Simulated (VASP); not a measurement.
Here is a VASP 6.6.1 calculation.

INCAR

```
PREC = Accurate ; ENCUT = 520
EDIFF = 1E-7 ; ISMEAR = 0
SIGMA = 0.1 ; LREAL = False
LASPH = True ; NELM = 100
ALGO = Normal ; ISIF = 2
LWAVE = False ; LCHARG = False
GGA = PE ; NBANDS = 26
```

Contents of KPOINTS:

```
regular mesh
0
Gamma
  4 4 6
```

Contents of POSCAR:

```
InSb
1.0
    5.3569998700      0.0000000000      0.0000000000
    0.0000000000      5.7119998900      0.0000000000
    0.0000000000      0.0000000000      3.0629999600
In Sb
2 2
Direct
    0.0000000000      0.0000000000      0.0000000000
    0.5000000000      0.5000000000      0.0000000000
    0.5000000000      0.0000000000      0.8349999800
    0.0000000000      0.5000000000      0.1650000200
```

Potentials or basis: VASP PAW PBE potentials, release 64 (In_d, Sb).

Launch:

```console
$ cat potpaw_PBE.64/In_d/POTCAR potpaw_PBE.64/Sb/POTCAR > POTCAR
$ mpirun -np 1 vasp_std > vasp.out
```

Problem. Predict the pressure.

Solution. 17.7 GPa.

Problem. Estimate the band gap on the k mesh.

Solution. Zero (band 18 reaches 10.88 eV, above the bottom of band 19 at 7.90 eV).

Problem. Estimate the largest force.

Solution. 0.758 eV/Å.

Forces on the atoms (eV/Å):
```
In   0.000  0.000  0.223
In   0.000  0.000 -0.223
Sb   0.000  0.000 -0.758
Sb   0.000  0.000  0.758
```

Caveat: spin-orbit coupling is left out, which moves the levels of the heavy elements.
